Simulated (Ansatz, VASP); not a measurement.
**HfO2: VASP beside Ansatz**

```xyz
6
Lattice="3.6043 0.0000 0.0000 0.0000 3.6043 0.0000 0.0000 0.0000 5.2640" Properties=species:S:1:pos:R:3 pbc="T T T"
Hf    1.8022    1.8022    2.6320
Hf    0.0000    0.0000    0.0000
O     0.0000    1.8022    3.6493
O     1.8022    0.0000    4.2467
O     1.8022    0.0000    1.6147
O     0.0000    1.8022    1.0173
```

Alike in both runs: task relaxation of cell and atoms; functional PBE; k mesh 6 × 6 × 4; no spin polarisation.

```csv
,VASP,Ansatz
version,VASP 6.6.1,Ansatz 0.2.0
potentials or method,"VASP PAW PBE potentials, release 64 (Hf_pv, O), cutoff 600 eV","scalar-relativistic, plane waves, PAW"
occupations,"gaussian, width 0.01 eV",fixed
valence electrons in the cell,44,76
```

```csv
,VASP,Ansatz,Ansatz less VASP
"gap on the k mesh at the Fermi level, each at its own relaxed structure (eV)",4.69,4.67,-0.015
relaxed volume (Å³/atom),11.21,11.40,+0.191
relaxed cell length with the largest relative difference (Å),5.225,5.264,+0.0394
```

VASP's potentials hold 44 valence electrons a cell and Ansatz's 76, so a difference there can come from the potentials and not from the codes.

Spin-orbit coupling is off throughout.
